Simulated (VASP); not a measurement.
A run of VASP 6.6.1:

The input INCAR:

```
PREC = Accurate ; ENCUT = 600
EDIFF = 1E-6 ; ISMEAR = -1
SIGMA = 0.1 ; LREAL = F
LASPH = T ; NELM = 60
ALGO = Normal ; ISIF = 3
LWAVE = F ; LCHARG = F
GGA = PS ; IBRION = 2
NSW = 100 ; EDIFFG = -0.002
PSTRESS = 70.0
```

Contents of KPOINTS:

```
Automatic mesh
0
Gamma
  14 14 14
```

POSCAR

```
LuH2
1.0
    0.0000000000      2.4795139380      2.4795139380
    2.4795139380      0.0000000000      2.4795139380
    2.4795139380      2.4795139380      0.0000000000
Lu H
1 2
Direct
    0.0000000000      0.0000000000      0.0000000000
    0.2500000000      0.2500000000      0.2500000000
    0.7500000000      0.7500000000      0.7500000000
```

Potentials or basis: VASP PAW PBE potentials, release 64 (Lu, H).

Command:

```console
$ cat potpaw_PBE.64/Lu/POTCAR potpaw_PBE.64/H/POTCAR > POTCAR
$ mpirun -np 1 vasp_std > vasp.out
```

Hardware: 1 thread of Intel(R) Xeon(R) 6975P-C (Granite Rapids), with other jobs on the host.

Task: Estimate the wall time of this run.

Result: Run time: 95 s on 1 thread of Intel(R) Xeon(R) 6975P-C (Granite Rapids) (shared host), peak memory 0.23 GiB. Counts: scf iterations 40, k points 104, ion steps 5.
